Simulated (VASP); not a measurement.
A run of VASP 6.6.1:

The input INCAR:

```
PREC = Accurate
ENCUT = 500
EDIFF = 1E-6
ISMEAR = 0
SIGMA = 0.05
LREAL = False
LASPH = True
NELM = 200
ALGO = Normal
ISIF = 2
LWAVE = False
LCHARG = False
ISPIN = 2
MAGMOM = 0.05 0.05 0 0 0 0
LORBIT = 11
LMAXMIX = 4
GGA = PS
NBANDS = 39
GGA_COMPAT = False
```

The input KPOINTS:

```
regular mesh
0
Gamma
  8 8 2
```

File POSCAR:

```
MoS2
1.0
    3.1374253987      0.0000000000      0.0000000000
   -1.5687126994      2.7170900977      0.0000000000
    0.0000000000      0.0000000000     12.4085300260
Mo S
2 4
Direct
    0.3333333333      0.6666666667      0.2500000000
    0.6666666667      0.3333333333      0.7500000000
    0.3333333333      0.6666666667      0.6242556346
    0.6666666667      0.3333333333      0.1242556346
    0.3333333333      0.6666666667      0.8757443654
    0.6666666667      0.3333333333      0.3757443654
```

Potentials or basis: VASP PAW PBE potentials, release 64 (Mo_sv, S).

Command:

```console
$ cat potpaw_PBE.64/Mo_sv/POTCAR potpaw_PBE.64/S/POTCAR > POTCAR
$ mpirun -np 1 vasp_std > vasp.out
```

Hardware: 1 thread of Intel(R) Xeon(R) Platinum 8488C (Sapphire Rapids) (shared host).

Question: How long does it take, and how much memory?

Answer: Wall time 100 s on 1 thread of Intel(R) Xeon(R) Platinum 8488C (Sapphire Rapids), on a shared host, peak memory 0.31 GiB. Counts: scf iterations 15, k points 20.
